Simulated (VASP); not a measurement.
# Co (Pm-3m) in VASP: a series of runs

Runs on Co. Level: PBEsol. Tasks: single point.

Program: VASP 6.6.1. These are calculated values, not measurements. Logs are shortened: lines on timing, memory, paths and dates and some standing lists are left out, and cuts for length are marked.

**1. The cell of the first run**

It takes space group Pm-3m (No. 221, cubic). Conventional cell: a = 2.265 Å, b = 2.265 Å, c = 2.265 Å, α = 90.00°, β = 90.00°, γ = 90.00°. Within 3.0 Å of Co (site symmetry m-3m) lie 6 Co at 2.26 Å.

This isn't the form of Co at room conditions, which is hcp.

**2. Single point, PBEsol, collinear spin, ferromagnetic start (11.61 Å³/atom)**

INCAR

```
PREC = Accurate ; ENCUT = 690
EDIFF = 1E-6 ; ISMEAR = -1
SIGMA = 0.05 ; LREAL = F
LASPH = T ; NELM = 200
ALGO = Normal ; ISIF = 2
LWAVE = F ; LCHARG = T
ISPIN = 2 ; MAGMOM = 1.754
LORBIT = 11 ; LMAXMIX = 4
GGA = PS ; LELF = T
LVHAR = T ; NBANDS = 18
GGA_COMPAT = F
```

KPOINTS

```
Automatic mesh
0
Gamma
  15 15 15
```

POSCAR

```
Co
1.0
    2.2645618935      0.0000000000      0.0000000000
    0.0000000000      2.2645618935      0.0000000000
    0.0000000000      0.0000000000      2.2645618935
Co
1
Direct
    0.0000000000      0.0000000000      0.0000000000
```

Potentials or basis: VASP PAW PBE potentials, release 64 (Co_sv).

On the command line:

```sh
$ cat potpaw_PBE.64/Co_sv/POTCAR > POTCAR
$ mpirun -np 1 vasp_std > vasp.out
```

OUTCAR:

```text
PREC = Accurate
   ENCUT = 690
   EDIFF = 1E-6
   ISMEAR = -1
   LREAL = F
   LASPH = T
   NELM = 200
   ISIF = 2
   ISPIN = 2
   LORBIT = 11
   GGA = PS

 ion  position               nearest neighbor table
   1  0.000  0.000  0.000-

  LATTYP: Found a simple cubic cell.
 ALAT       =     2.2645618935

  Lattice vectors:

 A1 = (   2.2645618935,   0.0000000000,   0.0000000000)
 A2 = (   0.0000000000,   2.2645618935,   0.0000000000)
 A3 = (   0.0000000000,   0.0000000000,   2.2645618935)

Analysis of symmetry for initial positions (statically):
=====================================================================
 Subroutine PRICEL returns:
 Original cell was already a primitive cell.

 Routine SETGRP: Setting up the symmetry group for a
 simple cubic supercell.

 Subroutine GETGRP returns: Found 48 space group operations
 (whereof 48 operations were pure point group operations)
 out of a pool of 48 trial point group operations.

The static configuration has the point symmetry O_h .

Analysis of symmetry for dynamics (positions and initial velocities):
=====================================================================
 Subroutine PRICEL returns:
 Original cell was already a primitive cell.

 Routine SETGRP: Setting up the symmetry group for a
 simple cubic supercell.

 Subroutine GETGRP returns: Found 48 space group operations
 (whereof 48 operations were pure point group operations)
 out of a pool of 48 trial point group operations.

The dynamic configuration has the point symmetry O_h .

Analysis of structural, dynamic, and magnetic symmetry:
=====================================================================
 Subroutine PRICEL returns:
 Original cell was already a primitive cell.

 Routine SETGRP: Setting up the symmetry group for a
 simple cubic supercell.

 Subroutine GETGRP returns: Found 48 space group operations
 (whereof 48 operations were pure point group operations)
 out of a pool of 48 trial point group operations.

The overall configuration has the point symmetry O_h .

 Subroutine INISYM returns: Found 48 space group operations
 (whereof 48 operations are pure point group operations),
 and found     1 'primitive' translations

----------------------------------------------------------------------------------------

                                     Primitive cell

  volume of cell :      11.6132

  direct lattice vectors                    reciprocal lattice vectors
     2.264561893  0.000000000  0.000000000     0.441586517  0.000000000  0.000000000
     0.000000000  2.264561893  0.000000000     0.000000000  0.441586517  0.000000000
     0.000000000  0.000000000  2.264561893     0.000000000  0.000000000  0.441586517

  length of vectors
     2.264561893  2.264561893  2.264561893     0.441586517  0.441586517  0.441586517

  position of ions in fractional coordinates (direct lattice)
     0.000000000  0.000000000  0.000000000

  ion indices of the primitive-cell ions
   primitive index   ion index
                 1           1

----------------------------------------------------------------------------------------

 KPOINTS: Automatic mesh

Automatic generation of k-mesh.
 Grid dimensions read from file:
 generate k-points for:   15   15   15

 Generating k-lattice:

  Cartesian coordinates                     Fractional coordinates (reciprocal lattice)
     0.029439101  0.000000000  0.000000000     0.066666667  0.000000000  0.000000000
     0.000000000  0.029439101  0.000000000     0.000000000  0.066666667  0.000000000
     0.000000000  0.000000000  0.029439101     0.000000000  0.000000000  0.066666667

  Length of vectors
     0.029439101  0.029439101  0.029439101

  Shift w.r.t. Gamma in fractional coordinates (k-lattice)
     0.000000000  0.000000000  0.000000000

 Subroutine IBZKPT returns following result:
 ===========================================

 Found    120 irreducible k-points:

 Following reciprocal coordinates:
            Coordinates               Weight
  0.000000  0.000000  0.000000      1.000000
  0.066667  0.000000  0.000000      6.000000
  0.133333  0.000000  0.000000      6.000000
  0.200000  0.000000  0.000000      6.000000
  0.266667  0.000000  0.000000      6.000000
  0.333333  0.000000  0.000000      6.000000
[... 16 lines left out ...]
  0.266667  0.200000  0.000000     24.000000
  0.333333  0.200000  0.000000     24.000000
 [... further k-points ...]
   k-points           NKPTS =    120   k-points in BZ     NKDIM =    120   number of bands    NBANDS=     18
   number of dos      NEDOS =    301   number of ions     NIONS =      1
   total plane-waves  NPLWV =   8000
   dimension x,y,z NGX =    20 NGY =   20 NGZ =   20
   dimension x,y,z NGXF=    40 NGYF=   40 NGZF=   40
   ions per type =               1
   NGX,Y,Z   is equivalent  to a cutoff of  14.68, 14.68, 14.68 a.u.
   NGXF,Y,Z  is equivalent  to a cutoff of  29.36, 29.36, 29.36 a.u.
 SYSTEM =  unknown system
   PREC   = accura    normal or accurate (medium, high low for compatibility)
   ISTART =      0    job   : 0-new  1-cont  2-samecut
   ICHARG =      2    charge: 1-file 2-atom 10-const
   ISPIN  =      2    spin polarized calculation?
   LNONCOLLINEAR =      F non collinear calculations
   LSORBIT =      F    spin-orbit coupling
   LASPH  =      T    aspherical Exc in radial PAW
   ENCUT  =  690.0 eV  50.71 Ry    7.12 a.u.   4.85  4.85  4.85*2*pi/ulx,y,z
   NELM   =    200;   NELMIN=  2; NELMDL= -5     # of ELM steps
   EDIFF  = 0.1E-05   stopping-criterion for ELM
   LREAL  =      F    real-space projection
   EDIFFG = 0.1E-04   stopping-criterion for IOM
   NSW    =      0    number of steps for IOM
   IBRION =     -1    ionic relax: 0-MD 1-quasi-New 2-CG
   NFREE  =      0    steps in history (QN), initial steepest desc. (CG)
   ISIF   =      2    stress and relaxation
   ISYM   =      2    0-nonsym 1-usesym 2-fastsym
   POTIM  = 0.5000    time-step for ionic-motion
   TEBEG  =    0.0;   TEEND  =   0.0 temperature during run
   PSTRESS=    0.0 pullay stress
   NELECT =      17.0000    total number of electrons
   NUPDOWN=      -1.0000    fix difference up-down
   EMIN   =  10.00;   EMAX   =-10.00  energy-range for DOS
   EFERMI =   0.00;   METHOD = LEGACY
   ISMEAR =    -1;   SIGMA  =   0.05  broadening in eV -4-tet -1-fermi 0-gaus
   EFERMI_NEDOS =   21; number of points for ismear=-14 and -15
   IALGO  =     38    algorithm
   IMIX   =      4    mixing-type and parameters
     AMIX     =   0.40;   BMIX     =  1.00
     AMIX_MAG =   1.60;   BMIX_MAG =  1.00
  volume/ion in A,a.u.               =      11.61        78.37
  Fermi-wavevector in a.u.,A,eV,Ry     =   1.858833  3.512684 47.011647  3.455259
  Thomas-Fermi vector in A             =   2.907194
   LORBIT       =     11    0 simple, 1 ext, 2 COOP (PROOUT), +10 PAW based schemes
   GGA     = PS    functional components
   LHFCALC =     F    Hartree Fock is set to
   AEXX    =    0.0000 exact exchange contribution
   IVDW    =     0    specifies the selected vdW correction
   LEPSILON=     F    determine dielectric tensor
   LRPA    =     F    only Hartree local field effects (RPA)
 spin polarized calculation
  energy-cutoff  :      690.00
  volume of cell :       11.61
 maximum number of plane-waves:       487
 NGX is ok and might be reduce to    20
   NGX =  9   NGY =  9   NGZ =  9

 number of electron      17.0000045 magnetization       1.6790058

 Free energy of the ion-electron system (eV)
  ---------------------------------------------------
  ext. energy  EPLUGINS =         0.00000000
  ---------------------------------------------------
  free energy    TOTEN  =        -6.95060916 eV

  energy without entropy =       -6.93779410  energy(sigma->0) =       -6.94420163

 E-fermi :  11.0355     XC(G=0): -13.5722

 val. band max:       11.0313788040   @ k =   0.2667   0.2000   0.0667
 cond. band min:      11.0564833693   @ k =   0.2667   0.2000   0.0000
 fundamental gap:      0.0251045653
 Fermi energy:        11.0355231831

 spin component 1

 k-point     1 :       0.0000    0.0000    0.0000
  band No.  band energies     occupation
      1     -84.9055      1.00000
      2     -48.0527      1.00000
      3     -48.0527      1.00000
      4     -48.0527      1.00000
      5       2.2018      1.00000
      6       6.4117      1.00000
[... 10 lines left out ...]
     17      52.7791      0.00000
     18      52.7791      0.00000

 k-point     2 :       0.0667    0.0000    0.0000
  band No.  band energies     occupation
      1     -84.9029      1.00000
      2     -48.0723      1.00000
      3     -48.0511      1.00000
      4     -48.0511      1.00000
      5       2.3431      1.00000
      6       6.4339      1.00000
[... 10 lines left out ...]
     17      51.5657      0.00000
     18      52.4691      0.00000

 k-point     3 :       0.1333    0.0000    0.0000
  band No.  band energies     occupation
      1     -84.8956      1.00000
      2     -48.1272      1.00000
      3     -48.0466      1.00000
      4     -48.0466      1.00000
      5       2.7562      1.00000
      6       6.4969      1.00000
[... 10 lines left out ...]
     17      49.3635      0.00000
     18      51.4452      0.00000

 k-point     4 :       0.2000    0.0000    0.0000
  band No.  band energies     occupation
      1     -84.8848      1.00000
      2     -48.2078      1.00000
      3     -48.0398      1.00000
      4     -48.0398      1.00000
      5       3.4071      1.00000
      6       6.5910      1.00000
[... 375 lines left out ...]
      4     -48.0268      1.00000
      5       4.4952      1.00000
      6       6.9617      1.00000
[... 10 lines left out ...]
     17      48.4249      0.00000
     18      49.2069      0.00000

 k-point    23 :       0.2667    0.2000    0.0000
  band No.  band energies     occupation
      1     -84.8520      1.00000
      2     -48.2835      1.00000
      3     -48.1832      1.00000
      4     -48.0190      1.00000
      5       5.1770      1.00000
      6       7.0760      1.00000
[... 10 lines left out ...]
     17      47.6479      0.00000
     18      48.6763      0.00000

 k-point    24 :       0.3333    0.2000    0.0000
  band No.  band energies     occupation
      1     -84.8403      1.00000
      2     -48.3697      1.00000
      3     -48.1746      1.00000
      4     -48.0116      1.00000
      5       5.8449      1.00000
      6       7.1412      1.00000
[... 10 lines left out ...]
     17      46.5005      0.00000
     18      48.3027      0.00000

 [... further k-points ...]

 spin component 2

 k-point     1 :       0.0000    0.0000    0.0000
  band No.  band energies     occupation
      1     -82.9089      1.00000
      2     -46.0930      1.00000
      3     -46.0930      1.00000
      4     -46.0930      1.00000
      5       2.4025      1.00000
      6       7.6144      1.00000
[... 10 lines left out ...]
     17      53.0288      0.00000
     18      53.0288      0.00000

 k-point     2 :       0.0667    0.0000    0.0000
  band No.  band energies     occupation
      1     -82.9061      1.00000
      2     -46.1140      1.00000
      3     -46.0913      1.00000
      4     -46.0913      1.00000
      5       2.5443      1.00000
      6       7.6392      1.00000
[... 10 lines left out ...]
     17      51.8169      0.00000
     18      52.7441      0.00000

 k-point     3 :       0.1333    0.0000    0.0000
  band No.  band energies     occupation
      1     -82.8984      1.00000
      2     -46.1729      1.00000
      3     -46.0865      1.00000
      4     -46.0865      1.00000
      5       2.9608      1.00000
      6       7.7099      1.00000
[... 10 lines left out ...]
     17      49.6437      0.00000
     18      51.7859      0.00000

 k-point     4 :       0.2000    0.0000    0.0000
  band No.  band energies     occupation
      1     -82.8870      1.00000
      2     -46.2592      1.00000
      3     -46.0792      1.00000
      4     -46.0792      1.00000
      5       3.6250      1.00000
      6       7.8156      1.00000
[... 375 lines left out ...]
      4     -46.0653      1.00000
      5       4.7541      1.00000
      6       8.1800      1.00000
[... 10 lines left out ...]
     17      48.6342      0.00000
     18      49.5351      0.00000

 k-point    23 :       0.2667    0.2000    0.0000
  band No.  band energies     occupation
      1     -82.8524      1.00000
      2     -46.3401      1.00000
      3     -46.2327      1.00000
      4     -46.0571      1.00000
      5       5.5148      1.00000
      6       8.3059      1.00000
[... 10 lines left out ...]
     17      47.8396      0.00000
     18      49.1399      0.00000

 k-point    24 :       0.3333    0.2000    0.0000
  band No.  band energies     occupation
      1     -82.8399      1.00000
      2     -46.4323      1.00000
      3     -46.2234      1.00000
      4     -46.0492      1.00000
      5       6.3386      1.00000
      6       8.3904      1.00000
[... 10 lines left out ...]
     17      46.9708      0.00000
     18      48.5205      0.00000

 [... further k-points ...]

------------------------ aborting loop because EDIFF is reached ----------------------------------------

  FORCE on cell =-STRESS in cart. coord.  units (eV):
  Direction    XX          YY          ZZ          XY          YZ          ZX
  --------------------------------------------------------------------------------------
  -------------------------------------------------------------------------------------
  Total        0.4141760      0.4141760      0.4141760     -0.0000000      0.0000000     -0.0000000
  in kB       57.1403542     57.1403542     57.1403542     -0.0000000      0.0000000     -0.0000000
  external PRESSURE =      57.1403542 kB  Pullay stress =       0.0000000 kB

 VOLUME and BASIS-vectors are now :
 -----------------------------------------------------------------------------
  energy-cutoff  :      690.00
  volume of cell :       11.61
      direct lattice vectors                 reciprocal lattice vectors
     2.264561893  0.000000000  0.000000000     0.441586517  0.000000000  0.000000000
     0.000000000  2.264561893  0.000000000     0.000000000  0.441586517  0.000000000
     0.000000000  0.000000000  2.264561893     0.000000000  0.000000000  0.441586517

 POSITION                                       TOTAL-FORCE (eV/Angst)
 -----------------------------------------------------------------------------------
      0.00000      0.00000      0.00000         0.000000      0.000000      0.000000
 -----------------------------------------------------------------------------------
    total drift:                                0.000000      0.000000      0.000000

  FREE ENERGIE OF THE ION-ELECTRON SYSTEM (eV)
  ---------------------------------------------------
  free  energy   TOTEN  =        -6.9506091599 eV

  energy  without entropy=       -6.9377940951  energy(sigma->0) =       -6.94420163

 total charge

# of ion       s       p       d       tot
------------------------------------------
    1        2.272   6.105   6.757  15.134

 magnetization (x)

# of ion       s       p       d       tot
------------------------------------------
    1        0.007   0.003   1.659   1.670
```

Wall time 33 s (1 thread of Intel Xeon Platinum 8559C (Emerald Rapids), shared host); peak memory 0.16 GiB.

Results:

| Quantity | Value |
| --- | --- |
| Free energy | -6.9506 eV |
| Pressure | 5.7 GPa |
| Net moment | 1.68 μB per cell |
| Site moments | Co +1.67 μB |
| Valence electrons inside the program's atomic spheres | Co 15.13 |

Caveat: the cell stands under pressure; the PAW data sets were made with another functional, which shifts forces and pressure a little.

**3. Single point, PBEsol, collinear spin, ferromagnetic start (10.65 Å³/atom)**

This run uses another cell than the first one, of 10.65 Å³/atom.

INCAR

```
SYSTEM = Co
PREC = Accurate ; ENCUT = 690
EDIFF = 1E-6 ; ISMEAR = -1
SIGMA = 0.05 ; LREAL = .FALSE.
LASPH = .TRUE. ; NELM = 200
ALGO = Normal ; ISIF = 2
LWAVE = .FALSE. ; LCHARG = .FALSE.
ISPIN = 2 ; MAGMOM = 1.754
LORBIT = 11 ; LMAXMIX = 4
GGA = PS ; NBANDS = 18
GGA_COMPAT = .FALSE.
```

KPOINTS

```
Automatic mesh
0
G
  15 15 15
  0 0 0
```

POSCAR

```
Co
1.0
    2.1998243657      0.0000000000      0.0000000000
    0.0000000000      2.1998243657      0.0000000000
    0.0000000000      0.0000000000      2.1998243657
Co
1
Direct
    0.0000000000      0.0000000000      0.0000000000
```

Potentials or basis: VASP PAW PBE potentials, release 64 (Co_sv).

On the command line:

```sh
$ cat potpaw_PBE.64/Co_sv/POTCAR > POTCAR
$ mpirun -np 1 vasp_std > vasp.out
```

Run time: 39 s. Hardware: 1 thread of AMD EPYC 7R13 (Zen 3), shared host; peak memory 0.13 GiB.

It converged, with:

| Item | Value |
| --- | --- |
| Free energy | -6.8587 eV |
| Pressure | 24.5 GPa |
| Net moment | 1.45 μB per cell |
| Site moments | Co +1.44 μB |
| Valence electrons inside the program's atomic spheres | Co 15.22 |

Levels at points of the mesh, in eV from the Fermi level:
Spin up:
```csv
k point,band 5,band 6,band 7,band 8,band 9,band 10,band 11,band 12,band 13,band 14
"(0.00, 0.00, 0.00)",-9.33,-4.94,-4.94,-0.54,-0.54,-0.54,21.15,21.15,21.15,25.44
```
Spin down:
| k point | band 4 | band 5 | band 6 | band 7 | band 8 | band 9 | band 10 | band 11 | band 12 | band 13 |
| --- | --- | --- | --- | --- | --- | --- | --- | --- | --- | --- |
| (0.00, 0.00, 0.00) | -57.27 | -9.15 | -3.93 | -3.93 | 1.32 | 1.32 | 1.32 | 21.47 | 21.47 | 21.47 |

Caveat: the cell stands under pressure; the PAW data sets were made with another functional, which shifts forces and pressure a little.
